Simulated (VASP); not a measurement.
Wanted: the native input for a VASP 6.6.1 run.

```yaml
Task: single point
Functional: PBEsol
Potentials_or_basis: VASP PAW PBE potentials, release 64 (Mg, O)
Cutoff: 520 eV
k_mesh: 9 × 9 × 6
Occupations: gaussian, width 0.05 eV
Spin: no spin polarisation
Dipole_correction: no
Further_INCAR_settings: ALGO = Normal; EDIFF = 1e-06; NBANDS = 16
```

The structure of MgO lies in POSCAR:

```
MgO
1.0
    3.3034678116      0.0000000000      0.0000000000
   -1.6517339058      2.8608870454      0.0000000000
    0.0000000000      0.0000000000      5.0193879762
Mg O
2 2
Direct
    0.3333333333      0.6666666667      0.0154725274
    0.6666666667      0.3333333333      0.5154725274
    0.3333333333      0.6666666667      0.4009416620
    0.6666666667      0.3333333333      0.9009416620
```

This cell differs from its parent crystal: c/a of the conventional cell at fixed volume 1.5194.

One way to write it, as run:

INCAR

```
SYSTEM = MgO
  PREC = Accurate
  ENCUT = 520
  EDIFF = 1E-6
  ISMEAR = 0
  SIGMA = 0.05
  LREAL = .FALSE.
  LASPH = .TRUE.
  NELM = 60
  ALGO = Normal
  ISIF = 2
  LWAVE = .FALSE.
  LCHARG = .FALSE.
  GGA = PS
  NBANDS = 16
```

KPOINTS

```
Automatic mesh
0
G
  9 9 6
  0 0 0
```

Potentials or basis: VASP PAW PBE potentials, release 64 (Mg, O).

Command:

```bash
$ cat potpaw_PBE.64/Mg/POTCAR potpaw_PBE.64/O/POTCAR > POTCAR
$ mpirun -np 1 vasp_std > vasp.out
```

It gave:

```
Pressure               : 0.3 GPa
Largest force          : 0.480 eV/Å
Band gap on the k mesh : 3.44 eV, direct
```

Caveat: the PAW data sets were made with another functional, which shifts forces and pressure a little.

Wall time 84 s on 1 thread of AMD EPYC 7R13 (shared host), peak memory 0.16 GiB.
